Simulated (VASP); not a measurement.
Set up this calculation in VASP 6.6.1, as the native input.

| Item | Value |
| --- | --- |
| Task | relaxation of cell and atoms |
| Functional | PBE |
| Potentials or basis | VASP PAW PBE potentials, release 64 (Pt) |
| Cutoff | 600 eV |
| k mesh | 16 × 16 × 16 |
| Occupations | fermi-dirac, width 0.05 eV |
| Spin | no spin polarisation |
| Target pressure | 92 GPa |
| Dipole correction | no |
| Further INCAR settings | ALGO = Normal; EDIFF = 1e-06; IBRION = 2; EDIFFG = -0.005; NSW = 32; ISIF = 3 |

The structure of Pt lies in POSCAR:

```
Pt
1.0
    2.4119297642      0.0000000000      0.0000000000
    0.0000000000      2.4119297642      0.0000000000
    0.0000000000      0.0000000000      2.4119297642
Pt
1
Direct
    0.0000000000      0.0000000000      0.0000000000
```

The input as run:

INCAR

```
  PREC = Accurate
  ENCUT = 600
  EDIFF = 1E-6
  ISMEAR = -1
  SIGMA = 0.05
  LREAL = False
  LASPH = True
  NELM = 60
  ALGO = Normal
  ISIF = 3
  LWAVE = False
  LCHARG = False
  GGA = PE
  IBRION = 2
  NSW = 32
  EDIFFG = -0.005
  PSTRESS = 920.0
```

KPOINTS

```
Automatic mesh
0
Gamma
  16 16 16
```

Potentials or basis: VASP PAW PBE potentials, release 64 (Pt).

Command:

```bash
$ cat potpaw_PBE.64/Pt/POTCAR > POTCAR
$ mpirun -np 1 vasp_std > vasp.out
```

It gave:

- Relaxed volume: 14.01 Å³/atom
- Relaxed cell: a = 2.411 Å, b = 2.411 Å, c = 2.411 Å, α = 90.00°, β = 90.00°, γ = 90.00°
- Space group after relaxing (to 0.05 Å): Pm-3m (No. 221)
- Energy change on relaxing (the enthalpy is what falls): +11.8 meV/atom
- Ionic steps: 3
- Pressure after relaxing: 92.0 GPa
- Band gap on the k mesh: zero (band 5 reaches 16.06 eV, above the bottom of band 6 at 11.24 eV)

Caveat: the cell is relaxed towards a set pressure, so the enthalpy falls and the energy may rise; spin-orbit coupling is left out, which moves the levels of the heavy elements.

Run time: 14 s on 1 thread of Intel(R) Xeon(R) 6975P-C (Granite Rapids), on a shared host, peak memory 0.15 GiB.
